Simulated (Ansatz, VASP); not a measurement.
**Mn in VASP and in Ansatz**

Contents of POSCAR:

```
Mn
1.0
    2.9016522612      0.0000000000      0.0000000000
   -1.4508261306      2.5129045711      0.0000000000
    0.0000000000      0.0000000000      4.3897074421
Mn
2
Direct
    0.3333333333      0.6666666667      0.2500000000
    0.6666666667      0.3333333333      0.7500000000
```

Contents of INCAR.step1:

```
PREC     = Accurate       # precision mode
ENCUT    = 520            # plane-wave cutoff, eV
ISMEAR   = -1             # smearing method
SIGMA    = 0.05           # smearing width, eV
LREAL    = False          # projectors in reciprocal space
LASPH    = True           # aspherical terms in the spheres
NELM     = 150            # most SCF steps
ISPIN    = 2              # spin polarisation
MAGMOM   = 3.709 -3.709   # initial moments
LMAXMIX  = 4              # l up to which the mixer works
NBANDS   = 24             # bands
GGA      = PE             # functional
ALGO     = Normal         # electronic algorithm
EDIFF    = 1E-4           # SCF threshold, eV
LWAVE    = True           # write WAVECAR
LCHARG   = False          # write CHGCAR
```

INCAR.step2

```
PREC     = Accurate       # precision mode
ENCUT    = 520            # plane-wave cutoff, eV
EDIFF    = 1E-6           # SCF threshold, eV
ISMEAR   = -1             # smearing method
SIGMA    = 0.05           # smearing width, eV
LREAL    = False          # projectors in reciprocal space
LASPH    = True           # aspherical terms in the spheres
NELM     = 150            # most SCF steps
ALGO     = Normal         # electronic algorithm
ISIF     = 2              # what is computed and relaxed
LWAVE    = False          # write WAVECAR
LCHARG   = False          # write CHGCAR
ISPIN    = 2              # spin polarisation
MAGMOM   = 3.709 -3.709   # initial moments
LORBIT   = 11             # projections on sites
LMAXMIX  = 4              # l up to which the mixer works
METAGGA  = R2SCAN         # meta-GGA
LMIXTAU  = True         
NBANDS   = 24             # bands
ISTART   = 1
```

File KPOINTS:

```
regular mesh
0
Gamma
  14 14 8
```

Input for Ansatz:

```yaml
crystal:
  lattice:
    - [2.9016522612, 0.0, 0.0]
    - [-1.4508261306, 2.5129045711, 0.0]
    - [0.0, 0.0, 4.3897074421]
  atoms:
    - { symbol: Mn, position: [0.3333333333, 0.6666666667, 0.25], spin: 3.709 }
    - { symbol: Mn, position: [0.6666666667, 0.3333333333, 0.75], spin: -3.709 }
hamiltonian:
  xc: r2scan
  pseudopotentials:
    kind: paw
    azcp:
      Mn: "pseudopotentials/Mn.paw.azcp"
basis:
  ecutwfc: 500
  fft_grid_basis: typed
kpoints:
  mp_grid: { grid: [14, 14, 8], shift: [0, 0, 0] }
magnetization:
  spin_polarized: true
scf:
  occupations: { method: fermi_dirac, width: 0.05 }
  lower_state_search: "off"
output:
  stress: true
```

Alike in both runs: task single point; functional r2SCAN; k mesh 14 × 14 × 8; occupations fermi-dirac, width 0.05 eV; collinear spin.

|  | VASP | Ansatz |
| --- | --- | --- |
| version | VASP 6.6.1 | Ansatz 0.2.0 |
| potentials or method | VASP PAW PBE potentials, release 64 (Mn_pv), cutoff 520 eV | plane waves (500 eV) with PAW, scalar-relativistic |
| valence electrons in the cell | 26 | 30 |

```tsv
	VASP	Ansatz	Ansatz less VASP
pressure (GPa)	-3.8	-4.0	-0.19
traceless stress, the component that is largest in VASP (GPa)	0.52	0.36	-0.157
net moment per atom (μB)	0.00	0.00	0.000
size of the moment on the site where the two differ most (μB)	3.87	3.90	+0.030
```

VASP's potentials were made for PBE, not for r2SCAN. Site moments also hang on the region over which each program counts them. The functional is the same, so the differences come from potentials, cutoffs and numerics. VASP's potentials hold 26 valence electrons a cell and Ansatz's 30, so a difference there can come from the potentials and not from the codes. Ansatz's warnings: stability check not made.
